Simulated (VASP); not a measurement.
# AgCl: single point with LDA

The system is AgCl.

```
Ag Cl
1.0
     0.00000    2.87021    2.77315
     2.77315    0.00000    2.77315
     2.77315    2.87021    0.00000
Ag Cl
1 1
Cartesian
  2.7731 2.8702 2.7731
  0.0000 0.0000 0.0000
```

This cell differs from its parent crystal: strain +0.0350 x Voigt [0, 1, 0, 0, 0, 0].

- Program: VASP 6.6.1
- Task: single point
- Functional: LDA
- Potentials or basis: VASP PAW LDA potentials, release 64 (Ag, Cl)
- Cutoff: 520 eV
- k mesh: 8 × 8 × 8
- Occupations: gaussian, width 0.05 eV
- Spin: no spin polarisation
- Dipole correction: no
- Further INCAR settings: ALGO = Normal; EDIFF = 1e-06; NBANDS = 16

* Pressure: -6.7 GPa
* Band gap on the k mesh: 0.55 eV (least direct gap 2.75 eV)

Stress tensor (GPa, compression positive):
```
-6.70  0.00  0.00
 0.00 -6.62  0.00
 0.00  0.00 -6.70
```

Levels at points of the mesh, in eV from the valence-band top:
```
           k point  band 7  band 8  band 9  band 10  band 11  band 12
(0.00, 0.00, 0.00)   -2.31   -2.31   -2.20     0.55    10.58    10.68
(0.50, 0.00, 0.00)   -1.83   -0.21    0.00     3.95     6.07     7.25
(0.50, 0.50, 0.00)   -2.04   -2.02   -1.97     2.07     7.72     8.28
(0.50, 0.00, 0.50)   -2.03   -2.03   -1.98     2.09     7.93     7.94
```

It took 52 s on 1 thread of Intel Xeon 8259CL, on a shared host, peak memory 0.17 GiB.

Caveat: the cell differs from its parent crystal (strain +0.0350 x Voigt [0, 1, 0, 0, 0, 0]); the cell stands under tension; semilocal functionals underestimate gaps, and a narrow one can read as zero. A k mesh can miss the band edges.
